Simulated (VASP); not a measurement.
Set up this calculation in VASP 6.6.1, as the native input.

```yaml
Task: relaxation of the atoms
Functional: r2SCAN
Potentials_or_basis: VASP PAW PBE potentials, release 64 (Ga_d, N)
Cutoff: 520 eV
k_mesh: 12 × 12 × 6
Occupations: fermi-dirac, width 0.02 eV
Spin: no spin polarisation
Dipole_correction: no
Further_INCAR_settings: ALGO = Normal; EDIFF = 1e-06; IBRION = 2; EDIFFG = -0.01; NSW = 50
```

GaN:

```
Ga N
1.0
     3.11829    0.00000    0.00000
    -1.55915    2.70052    0.00000
     0.00000    0.00000    5.07806
Ga N
2 2
Direct
  0.33333 0.66667 0.99911
  0.66667 0.33333 0.49911
  0.33333 0.66667 0.37589
  0.66667 0.33333 0.87589
```

These files were run (other wordings do the same):

POSCAR

```
GaN
1.0
    3.1182948000      0.0000000000      0.0000000000
   -1.5591474000      2.7005225100      0.0000000000
    0.0000000000      0.0000000000      5.0780551100
Ga N
2 2
Direct
    0.3333333300      0.6666666700     -0.0008901400
    0.6666666700      0.3333333300      0.4991098600
    0.3333333300      0.6666666700      0.3758901400
    0.6666666700      0.3333333300      0.8758901400
```

INCAR.step1

```
PREC = Accurate
ENCUT = 520
ISMEAR = -1
SIGMA = 0.02
LREAL = F
LASPH = T
NELM = 60
GGA = PE
ALGO = Normal
EDIFF = 1E-4
LWAVE = T
LCHARG = F
```

INCAR.step2

```
PREC = Accurate
ENCUT = 520
EDIFF = 1E-6
ISMEAR = -1
SIGMA = 0.02
LREAL = F
LASPH = T
NELM = 60
ALGO = Normal
ISIF = 2
LWAVE = F
LCHARG = F
METAGGA = R2SCAN
LMIXTAU = T
IBRION = 2
NSW = 50
EDIFFG = -0.01
ISTART = 1
```

KPOINTS

```
regular mesh
0
Gamma
  12 12 6
```

Potentials or basis: VASP PAW PBE potentials, release 64 (Ga_d, N).

Run with:

```bash
$ cat potpaw_PBE.64/Ga_d/POTCAR potpaw_PBE.64/N/POTCAR > POTCAR
$ cp INCAR.step1 INCAR
$ mpirun -np 1 vasp_std > vasp.out
$ cp INCAR.step2 INCAR
$ mpirun -np 1 vasp_std > vasp.out
```

Results of the run:

```yaml
Energy_gained_by_relaxing: 0.0 meV/atom
Ionic_steps: 2
Pressure_after_relaxing: 15.2 GPa
Largest_force_after_relaxing: 0.008 eV/Å
Band_gap_on_the_k_mesh: 2.77 eV
```

Caveat: the PAW data sets were made with another functional, which shifts forces and pressure a little.

Run time: 8.6 min on 1 thread of Oxide Virtual Turin-like Processor, on a shared host, peak memory 0.18 GiB.
